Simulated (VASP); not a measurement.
Runs of VASP 6.6.1 on InP. The structure is that of space group I4mm (No. 107), or close to it. The cells are those of the table. 

| cell | gap on the mesh (eV) | pressure (GPa) | largest force (eV/Å) |
| --- | --- | --- | --- |
| a = 3.918, b = 4.010, c = 4.010 Å, angles 58.5, 60.8, 60.8°, 2 atoms | none | (b) | 0.04 |
| a = 3.918, b = 3.827, c = 3.827 Å, angles 61.6, 59.2, 59.2°, 2 atoms | none | 18.6 | 6.26 |
| a = 3.918, b = 3.872, c = 3.872 Å, angles 60.8, 59.6, 59.6°, 2 atoms | none | 6.7 | (c) |
| a = 3.918, b = 3.783, c = 3.783 Å, angles 62.4, 58.8, 58.8°, 2 atoms | none | 24.1 | 7.84 |
| a = 3.918 Å, angles 60.0°, 2 atoms | none | (a) | 0.46 |

Alike in all rows: task single point; level PBE; potentials or basis VASP PAW PBE potentials, release 64 (In_d, P); no spin polarisation; k mesh 14 × 14 × 14; cutoff (eV) 520; smearing gaussian 0.15 eV.

Q: Estimate the missing entries.

A: (a) 0.9; (b) -2.3; (c) 2.12.

Caveats: spin-orbit coupling is left out, which moves the levels of the heavy elements; forces of over 1 eV/Å act on the atoms, so gaps and moduli don't describe the material at rest (some runs).

A k mesh can miss the band edges, and the runs leave out spin-orbit coupling on In.

A gap of «none» marks levels without a gap at the run's occupations.
